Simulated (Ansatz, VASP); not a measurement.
# Two plane-wave programs on InAs

```xyz
8
Lattice="6.0875 0.0000 0.0000 0.0000 -6.0875 0.0000 0.0000 0.0000 -6.0875" Properties=species:S:1:pos:R:3 pbc="T T T"
In    0.0000    0.0000    0.0000
In    3.0437   -3.0437    0.0000
In    3.0437    0.0000   -3.0437
In    0.0000   -3.0437   -3.0437
As    4.5656   -4.5656   -4.5656
As    1.5219   -1.5219   -4.5656
As    1.5219   -4.5656   -1.5219
As    4.5656   -1.5219   -1.5219
```

Alike in both runs: task single point; functional PBEsol; k mesh 6 × 6 × 6; occupations gaussian, width 0.15 eV; no spin polarisation.

|  | VASP | Ansatz |
| --- | --- | --- |
| version | VASP 6.6.1 | Ansatz 0.2.0 |
| potentials or method | VASP PAW PBE potentials, release 64 (In_d, As), cutoff 520 eV | scalar-relativistic, plane waves, PAW |
| valence electrons in the cell | 72 | 112 |

```csv
,VASP,Ansatz,Ansatz less VASP
gap on the k mesh at the Fermi level (eV),none,none,-
pressure (GPa),0.1,0.0,-0.08
```

VASP's potentials were made for PBE, not for PBEsol. A gap of «none» marks a metal or a gap that the smearing closes. VASP's potentials hold 72 valence electrons a cell and Ansatz's 112, so a difference there can come from the potentials and not from the codes.
